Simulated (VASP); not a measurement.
# NaI (Immm) in VASP: notebook

Runs on NaI. Level: r2SCAN. Tasks: single point.

Program: VASP 6.6.1. These are calculated values, not measurements. Logs are shortened: lines on timing, memory, paths and dates and some standing lists are left out, and cuts for length are marked.

### Step 1. The cell of the first run

Symmetry: Immm, No. 71, orthorhombic system. Conventional cell: a = 4.537 Å, b = 4.617 Å, c = 6.473 Å, α = 90.00°, β = 90.00°, γ = 90.00°. Within 4.3 Å of Na (site symmetry mmm) lie 6 I at 3.24 Å. I (site symmetry mmm) has 6 Na at 3.24 Å within 4.3 Å.

### Step 2. Single point, r2SCAN (strain +0.0175 x Voigt [0, 0, 0, 0, 1, 0])

Contents of POSCAR:

```
NaI
1.0
    0.0283185000      3.2364000000      3.2364000000
    3.2647185000      0.0000000000      3.2647185000
    3.2364000000      3.2364000000      0.0283185000
Na I
1 1
Direct
    0.0000000000      0.0000000000      0.0000000000
    0.5000000000      0.5000000000      0.5000000000
```

Contents of INCAR.step1:

```
PREC     = Accurate       # precision mode
ENCUT    = 520            # plane-wave cutoff, eV
ISMEAR   = 0              # smearing method
SIGMA    = 0.05           # smearing width, eV
LREAL    = F              # projectors in reciprocal space
LASPH    = T              # aspherical terms in the spheres
NELM     = 100            # most SCF steps
NBANDS   = 14             # bands
GGA      = PE             # functional
ALGO     = Normal         # electronic algorithm
EDIFF    = 1E-4           # SCF threshold, eV
LWAVE    = T              # write WAVECAR
LCHARG   = F              # write CHGCAR
```

Contents of INCAR.step2:

```
PREC     = Accurate       # precision mode
ENCUT    = 520            # plane-wave cutoff, eV
EDIFF    = 1E-6           # SCF threshold, eV
ISMEAR   = 0              # smearing method
SIGMA    = 0.05           # smearing width, eV
LREAL    = F              # projectors in reciprocal space
LASPH    = T              # aspherical terms in the spheres
NELM     = 100            # most SCF steps
ALGO     = Normal         # electronic algorithm
ISIF     = 2              # what is computed and relaxed
LWAVE    = F              # write WAVECAR
LCHARG   = F              # write CHGCAR
METAGGA  = R2SCAN         # meta-GGA
LMIXTAU  = T            
NBANDS   = 14             # bands
ISTART   = 1
```

Contents of KPOINTS:

```
regular mesh
0
Gamma
  6 6 6
```

Potentials or basis: VASP PAW PBE potentials, release 64 (Na_pv, I).

Run with:

```
$ cat potpaw_PBE.64/Na_pv/POTCAR potpaw_PBE.64/I/POTCAR > POTCAR
$ cp INCAR.step1 INCAR
$ mpirun -np 1 vasp_std > vasp.out
$ cp INCAR.step2 INCAR
$ mpirun -np 1 vasp_std > vasp.out
```

OUTCAR:

```text
PREC = Accurate
   ENCUT = 520
   EDIFF = 1E-6
   ISMEAR = 0
   LREAL = F
   LASPH = T
   NELM = 100
   ISIF = 2
   METAGGA = R2SCAN
   ISTART = 1

 ion  position               nearest neighbor table
   1  0.000  0.000  0.000-
   2  0.500  0.500  0.500-

  LATTYP: Found a body centered orthorhombic cell.
 ALAT       =     4.5369123665
 B/A-ratio  =     1.0176544767
 C/A-ratio  =     1.4266971625

  Lattice vectors:

 A1 = (   0.0283185000,  -3.2364000000,   3.2364000000)
 A2 = (  -0.0283185000,  -3.2364000000,  -3.2364000000)
 A3 = (   3.2364000000,   3.2364000000,   0.0283185000)

Analysis of symmetry for initial positions (statically):
=====================================================================
 Subroutine PRICEL returns:
 Original cell was already a primitive cell.

 Routine SETGRP: Setting up the symmetry group for a
 body centered orthorhombic supercell.

 Subroutine GETGRP returns: Found  8 space group operations
 (whereof  8 operations were pure point group operations)
 out of a pool of  8 trial point group operations.

The static configuration has the point symmetry D_2h.

Analysis of symmetry for dynamics (positions and initial velocities):
=====================================================================
 Subroutine PRICEL returns:
 Original cell was already a primitive cell.

 Routine SETGRP: Setting up the symmetry group for a
 body centered orthorhombic supercell.

 Subroutine GETGRP returns: Found  8 space group operations
 (whereof  8 operations were pure point group operations)
 out of a pool of  8 trial point group operations.

The dynamic configuration has the point symmetry D_2h.

 Subroutine INISYM returns: Found  8 space group operations
 (whereof  8 operations are pure point group operations),
 and found     1 'primitive' translations

----------------------------------------------------------------------------------------

                                     Primitive cell

  volume of cell :      67.7928

  direct lattice vectors                    reciprocal lattice vectors
     0.028318500  3.236400000  3.236400000    -0.155856390  0.154492646  0.155856390
     3.264718500  0.000000000  3.264718500     0.153152561 -0.154492646  0.153152561
     3.236400000  3.236400000  0.028318500     0.155856390  0.154492646 -0.155856390

  length of vectors
     4.577048378  4.617009180  4.577048378     0.269166131  0.266043966  0.269166131

  position of ions in fractional coordinates (direct lattice)
     0.000000000  0.000000000  0.000000000
     0.500000000  0.500000000  0.500000000

  ion indices of the primitive-cell ions
   primitive index   ion index
                 1           1
                 2           2

----------------------------------------------------------------------------------------

 KPOINTS: regular mesh

Automatic generation of k-mesh.
 Grid dimensions read from file:
 generate k-points for:    6    6    6

 Generating k-lattice:

  Cartesian coordinates                     Fractional coordinates (reciprocal lattice)
    -0.025976065  0.025748774  0.025976065     0.166666667  0.000000000  0.000000000
     0.025525427 -0.025748774  0.025525427    -0.000000000  0.166666667 -0.000000000
     0.025976065  0.025748774 -0.025976065     0.000000000  0.000000000  0.166666667

  Length of vectors
     0.044861022  0.044340661  0.044861022

  Shift w.r.t. Gamma in fractional coordinates (k-lattice)
     0.000000000  0.000000000  0.000000000

 Subroutine IBZKPT returns following result:
 ===========================================

 Found     46 irreducible k-points:

 Following reciprocal coordinates:
            Coordinates               Weight
  0.000000  0.000000  0.000000      1.000000
  0.166667  0.000000 -0.000000      4.000000
  0.333333  0.000000 -0.000000      4.000000
  0.500000  0.000000 -0.000000      2.000000
  0.000000  0.166667  0.000000      4.000000
  0.166667  0.166667  0.000000      4.000000
[... 16 lines left out ...]
  0.500000  0.000000  0.166667      4.000000
 -0.333333  0.000000  0.166667      4.000000
[... 45 lines left out ...]
 fundamental gap:      4.3970897598
 Fermi energy:         0.8136935659

 k-point     1 :       0.0000    0.0000    0.0000
  band No.  band energies     occupation
      1     -22.7715      2.00000
      2     -22.7708      2.00000
      3     -22.7700      2.00000
      4     -10.8648      2.00000
      5       0.4421      2.00000
      6       0.4803      2.00000
      7       0.5212      2.00000
      8       4.9183      0.00000
      9       8.8561      0.00000
     10       8.9573      0.00000
     11       9.0572      0.00000
     12      10.8076      0.00000
     13      10.8105      0.00000
     14      11.5959      0.00000

 k-point     2 :       0.1667    0.0000   -0.0000
  band No.  band energies     occupation
      1     -22.7726      2.00000
      2     -22.7710      2.00000
      3     -22.7700      2.00000
      4     -10.7845      2.00000
      5      -0.2081      2.00000
      6       0.3632      2.00000
      7       0.4096      2.00000
      8       5.6960      0.00000
      9       8.5351      0.00000
     10       9.0875      0.00000
     11       9.2083      0.00000
     12      10.3081      0.00000
     13      10.3678      0.00000
     14      12.1813      0.00000

 k-point     3 :       0.3333    0.0000   -0.0000
  band No.  band energies     occupation
      1     -22.7751      2.00000
      2     -22.7712      2.00000
      3     -22.7702      2.00000
      4     -10.6141      2.00000
      5      -1.2605      2.00000
      6       0.2157      2.00000
      7       0.2519      2.00000
      8       6.2121      0.00000
      9       8.7229      0.00000
     10       8.8100      0.00000
     11       9.3167      0.00000
     12      11.3494      0.00000
     13      11.4520      0.00000
     14      11.5083      0.00000
[... 324 lines left out ...]
 k-point    23 :       0.5000    0.0000    0.1667
  band No.  band energies     occupation
      1     -22.7757      2.00000
      2     -22.7720      2.00000
      3     -22.7706      2.00000
      4     -10.5052      2.00000
      5      -1.4925      2.00000
      6      -0.1997      2.00000
      7       0.0146      2.00000
      8       6.7111      0.00000
      9       7.8771      0.00000
     10       9.0808      0.00000
     11       9.5674      0.00000
     12      12.0868      0.00000
     13      13.0732      0.00000
     14      13.3810      0.00000

 k-point    24 :      -0.3333    0.0000    0.1667
  band No.  band energies     occupation
      1     -22.7755      2.00000
      2     -22.7721      2.00000
      3     -22.7702      2.00000
      4     -10.5310      2.00000
      5      -1.3761      2.00000
      6      -0.2676      2.00000
      7       0.1418      2.00000
      8       6.9094      0.00000
      9       8.0126      0.00000
     10       8.9409      0.00000
     11       9.2109      0.00000
     12      11.1235      0.00000
     13      12.7922      0.00000
     14      13.4760      0.00000

 [... further k-points ...]

------------------------ aborting loop because EDIFF is reached ----------------------------------------

  FORCE on cell =-STRESS in cart. coord.  units (eV):
  Direction    XX          YY          ZZ          XY          YZ          ZX
  --------------------------------------------------------------------------------------
  -------------------------------------------------------------------------------------
  Total       -0.0714108     -0.0755659     -0.0714108      0.0000000      0.0000000     -0.0580481
  in kB       -1.6876830     -1.7858829     -1.6876830      0.0000000      0.0000000     -1.3718778
  external PRESSURE =      -1.7204163 kB  Pullay stress =       0.0000000 kB

 VOLUME and BASIS-vectors are now :
 -----------------------------------------------------------------------------
  energy-cutoff  :      520.00
  volume of cell :       67.79
      direct lattice vectors                 reciprocal lattice vectors
     0.028318500  3.236400000  3.236400000    -0.155856390  0.154492646  0.155856390
     3.264718500  0.000000000  3.264718500     0.153152561 -0.154492646  0.153152561
     3.236400000  3.236400000  0.028318500     0.155856390  0.154492646 -0.155856390

 POSITION                                       TOTAL-FORCE (eV/Angst)
 -----------------------------------------------------------------------------------
      0.00000      0.00000      0.00000         0.000000     -0.000000      0.000000
      3.26472      3.23640      3.26472        -0.000000      0.000000     -0.000000
 -----------------------------------------------------------------------------------
    total drift:                                0.000000      0.000000      0.000000

  FREE ENERGIE OF THE ION-ELECTRON SYSTEM (eV)
  ---------------------------------------------------
  free  energy   TOTEN  =       -31.0849057787 eV

  energy  without entropy=      -31.0849057787  energy(sigma->0) =      -31.08490578
```

Wall time 1.9 min (1 thread of AMD EPYC 9R45 (Zen 5), shared host); peak memory 0.2 GiB.

What came out:

| Item | Value |
| --- | --- |
| Free energy | -31.0849 eV |
| Pressure | -0.2 GPa |
| Band gap on the k mesh | 4.40 eV |

Stress tensor (GPa, compression positive):
```
-0.17  0.00 -0.14
 0.00 -0.18  0.00
-0.14  0.00 -0.17
```

Caveat: the cell differs from its parent crystal (strain +0.0175 x Voigt [0, 0, 0, 0, 1, 0]); the PAW data sets were made with another functional, which shifts forces and pressure a little; spin-orbit coupling is left out, which moves the levels of the heavy elements.

### Step 3. Single point, r2SCAN (strain +0.0125 x Voigt [0, 0, 0, 0, 1, 0])

Contents of POSCAR:

```
NaI
1.0
    0.0202275000      3.2364000000      3.2364000000
    3.2566275000      0.0000000000      3.2566275000
    3.2364000000      3.2364000000      0.0202275000
Na I
1 1
Direct
    0.0000000000      0.0000000000      0.0000000000
    0.5000000000      0.5000000000      0.5000000000
```

Contents of INCAR.step1:

```
  ALGO = Normal
  EDIFF = 1E-4
  ENCUT = 520
  GGA = PE
  ISMEAR = 0
  LASPH = T
  LCHARG = F
  LREAL = F
  LWAVE = T
  NBANDS = 14
  NELM = 100
  PREC = Accurate
  SIGMA = 0.05
```

Contents of INCAR.step2:

```
  ALGO = Normal
  EDIFF = 1E-6
  ENCUT = 520
  ISIF = 2
  ISMEAR = 0
  ISTART = 1
  LASPH = T
  LCHARG = F
  LMIXTAU = T
  LREAL = F
  LWAVE = F
  METAGGA = R2SCAN
  NBANDS = 14
  NELM = 100
  PREC = Accurate
  SIGMA = 0.05
```

Contents of KPOINTS:

```
k-points
0
Gamma
  6 6 6
```

Potentials or basis: VASP PAW PBE potentials, release 64 (Na_pv, I).

Run with:

```
$ cat potpaw_PBE.64/Na_pv/POTCAR potpaw_PBE.64/I/POTCAR > POTCAR
$ cp INCAR.step1 INCAR
$ mpirun -np 1 vasp_std > vasp.out
$ cp INCAR.step2 INCAR
$ mpirun -np 1 vasp_std > vasp.out
```

Run time: 1.9 min. Hardware: 1 thread of AMD EPYC 9R45 (Zen 5), shared host; peak memory 0.2 GiB.

It converged, with:

```
Free energy            : -31.0852 eV
Pressure               : -0.2 GPa
Band gap on the k mesh : 4.41 eV
```

Stress tensor (GPa, compression positive):
```
-0.17  0.00 -0.10
 0.00 -0.18  0.00
-0.10  0.00 -0.17
```

Levels at points of the mesh, in eV from the valence-band top:
```csv
k point,band 3,band 4,band 5,band 6,band 7,band 8,band 9,band 10,band 11,band 12
"(0.00, 0.00, 0.00)",-23.28,-11.37,-0.06,-0.03,0.00,4.41,8.37,8.45,8.52,10.30
"(0.50, 0.00, 0.00)",-23.28,-11.04,-2.21,-0.35,-0.33,5.64,7.98,8.04,9.76,11.03
"(0.00, 0.50, 0.00)",-23.28,-11.05,-2.22,-0.32,-0.30,5.68,8.04,8.10,9.73,11.03
"(0.50, 0.50, 0.00)",-23.28,-10.96,-1.96,-0.79,-0.79,5.20,5.99,10.70,12.14,12.26
"(0.50, 0.00, 0.50)",-23.28,-10.96,-1.96,-0.83,-0.75,5.20,6.00,10.70,12.14,12.24
```

Caveat: the cell differs from its parent crystal (strain +0.0125 x Voigt [0, 0, 0, 0, 1, 0]); the PAW data sets were made with another functional, which shifts forces and pressure a little; spin-orbit coupling is left out, which moves the levels of the heavy elements.

### Step 4. Single point, r2SCAN (strain +0.0075 x Voigt [0, 0, 0, 0, 1, 0])

Contents of POSCAR:

```
NaI
1.0
    0.0121365000      3.2364000000      3.2364000000
    3.2485365000      0.0000000000      3.2485365000
    3.2364000000      3.2364000000      0.0121365000
Na I
1 1
Direct
    0.0000000000      0.0000000000      0.0000000000
    0.5000000000      0.5000000000      0.5000000000
```

Contents of INCAR.step1:

```
PREC = Accurate
ENCUT = 520
ISMEAR = 0
SIGMA = 0.05
LREAL = F
LASPH = T
NELM = 100
NBANDS = 14
GGA = PE
ALGO = Normal
EDIFF = 1E-4
LWAVE = T
LCHARG = F
```

Contents of INCAR.step2:

```
PREC = Accurate
ENCUT = 520
EDIFF = 1E-6
ISMEAR = 0
SIGMA = 0.05
LREAL = F
LASPH = T
NELM = 100
ALGO = Normal
ISIF = 2
LWAVE = F
LCHARG = F
METAGGA = R2SCAN
LMIXTAU = T
NBANDS = 14
ISTART = 1
```

Contents of KPOINTS:

```
Automatic mesh
0
Gamma
  6 6 6
```

Run with:

```
$ cat potpaw_PBE.64/Na_pv/POTCAR potpaw_PBE.64/I/POTCAR > POTCAR
$ cp INCAR.step1 INCAR
$ mpirun -np 1 vasp_std > vasp.out
$ cp INCAR.step2 INCAR
$ mpirun -np 1 vasp_std > vasp.out
```

Run time: 2 min. Hardware: 1 thread of AMD EPYC 9R45 (Zen 5), shared host; peak memory 0.2 GiB.

It converged, with:

* Free energy: -31.0853 eV
* Pressure: -0.2 GPa
* Band gap on the k mesh: 4.42 eV

Stress tensor (GPa, compression positive):
```
-0.18  0.00 -0.06
 0.00 -0.18  0.00
-0.06  0.00 -0.18
```

Levels at points of the mesh, in eV from the valence-band top:
```csv
k point,band 5,band 6,band 7,band 8,band 9,band 10
"(0.00, 0.00, 0.00)",-0.03,-0.02,0.00,4.42,8.41,8.46
"(0.50, 0.00, 0.00)",-2.20,-0.33,-0.32,5.66,8.02,8.05
"(0.00, 0.50, 0.00)",-2.21,-0.31,-0.30,5.69,8.05,8.09
"(0.50, 0.50, 0.00)",-1.95,-0.78,-0.78,5.21,6.01,10.71
"(0.50, 0.00, 0.50)",-1.95,-0.80,-0.75,5.21,6.01,10.71
```

Caveat: the cell differs from its parent crystal (strain +0.0075 x Voigt [0, 0, 0, 0, 1, 0]); the PAW data sets were made with another functional, which shifts forces and pressure a little; spin-orbit coupling is left out, which moves the levels of the heavy elements.

### Step 5. Single point, r2SCAN (strain +0.0025 x Voigt [0, 0, 0, 0, 1, 0])

Contents of POSCAR:

```
NaI
1.0
    0.0040455000      3.2364000000      3.2364000000
    3.2404455000      0.0000000000      3.2404455000
    3.2364000000      3.2364000000      0.0040455000
Na I
1 1
Direct
    0.0000000000      0.0000000000      0.0000000000
    0.5000000000      0.5000000000      0.5000000000
```

Contents of INCAR.step1:

```
SYSTEM = NaI
PREC     = Accurate       ! precision mode
ENCUT    = 520            ! plane-wave cutoff, eV
ISMEAR   = 0              ! smearing method
SIGMA    = 0.05           ! smearing width, eV
LREAL    = .FALSE.        ! projectors in reciprocal space
LASPH    = .TRUE.         ! aspherical terms in the spheres
NELM     = 80             ! most SCF steps
NBANDS   = 14             ! bands
GGA      = PE             ! functional
ALGO     = Normal         ! electronic algorithm
EDIFF    = 1E-4           ! SCF threshold, eV
LWAVE    = .TRUE.         ! write WAVECAR
LCHARG   = .FALSE.        ! write CHGCAR
```

Contents of INCAR.step2:

```
SYSTEM = NaI
PREC     = Accurate       ! precision mode
ENCUT    = 520            ! plane-wave cutoff, eV
EDIFF    = 1E-6           ! SCF threshold, eV
ISMEAR   = 0              ! smearing method
SIGMA    = 0.05           ! smearing width, eV
LREAL    = .FALSE.        ! projectors in reciprocal space
LASPH    = .TRUE.         ! aspherical terms in the spheres
NELM     = 80             ! most SCF steps
ALGO     = Normal         ! electronic algorithm
ISIF     = 2              ! what is computed and relaxed
LWAVE    = .FALSE.        ! write WAVECAR
LCHARG   = .FALSE.        ! write CHGCAR
METAGGA  = R2SCAN         ! meta-GGA
LMIXTAU  = .TRUE.       
NBANDS   = 14             ! bands
ISTART   = 1
```

Contents of KPOINTS:

```
regular mesh
0
G
  6 6 6
  0 0 0
```

Run with:

```
$ cat potpaw_PBE.64/Na_pv/POTCAR potpaw_PBE.64/I/POTCAR > POTCAR
$ cp INCAR.step1 INCAR
$ mpirun -np 1 vasp_std > vasp.out
$ cp INCAR.step2 INCAR
$ mpirun -np 1 vasp_std > vasp.out
```

Wall time 1.9 min (1 thread of AMD EPYC 9R45 (Zen 5), shared host); peak memory 0.2 GiB.

It converged, with:

```yaml
Free_energy: -31.0854 eV
Pressure: -0.2 GPa
Band_gap_on_the_k_mesh: 4.43 eV
```

Levels at points of the mesh, in eV from the valence-band top:
| k point | band 3 | band 4 | band 5 | band 6 | band 7 | band 8 | band 9 | band 10 | band 11 | band 12 |
| --- | --- | --- | --- | --- | --- | --- | --- | --- | --- | --- |
| (0.00, 0.00, 0.00) | -23.26 | -11.35 | -0.01 | -0.01 | 0.00 | 4.43 | 8.45 | 8.47 | 8.48 | 10.32 |
| (0.50, 0.00, 0.00) | -23.26 | -11.02 | -2.19 | -0.31 | -0.30 | 5.68 | 8.05 | 8.06 | 9.78 | 11.05 |
| (0.00, 0.50, 0.00) | -23.26 | -11.02 | -2.19 | -0.30 | -0.30 | 5.69 | 8.06 | 8.08 | 9.77 | 11.05 |
| (0.50, 0.50, 0.00) | -23.26 | -10.93 | -1.94 | -0.77 | -0.77 | 5.22 | 6.02 | 10.72 | 12.17 | 12.29 |
| (0.50, 0.00, 0.50) | -23.26 | -10.93 | -1.94 | -0.77 | -0.76 | 5.22 | 6.02 | 10.72 | 12.17 | 12.28 |

Caveat: the cell differs from its parent crystal (strain +0.0025 x Voigt [0, 0, 0, 0, 1, 0]); the PAW data sets were made with another functional, which shifts forces and pressure a little; spin-orbit coupling is left out, which moves the levels of the heavy elements.

### Step 6. Summary

| cell | gap on the mesh (eV) | pressure (GPa) |
| --- | --- | --- |
| a = 4.577, b = 4.617 Å, angles 59.7, 59.4, 59.7°, 2 atoms | 4.40 | -0.2 |
| a = 4.577, b = 4.606 Å, angles 59.8, 59.6, 59.8°, 2 atoms | 4.41 | -0.2 |
| a = 4.577, b = 4.594 Å, angles 59.9, 59.8, 59.9°, 2 atoms | 4.42 | -0.2 |
| a = 4.577, b = 4.583 Å, angles 60.0°, 2 atoms | 4.43 | -0.2 |

Alike in all rows: task single point; level r2SCAN; potentials or basis VASP PAW PBE potentials, release 64 (Na_pv, I); no spin polarisation; k mesh 6 × 6 × 6; cutoff (eV) 520; smearing gaussian 0.05 eV.

Caveats: the PAW data sets were made with another functional, which shifts forces and pressure a little; spin-orbit coupling is left out, which moves the levels of the heavy elements.

Absolute energies hang on the potentials; compare differences alone.
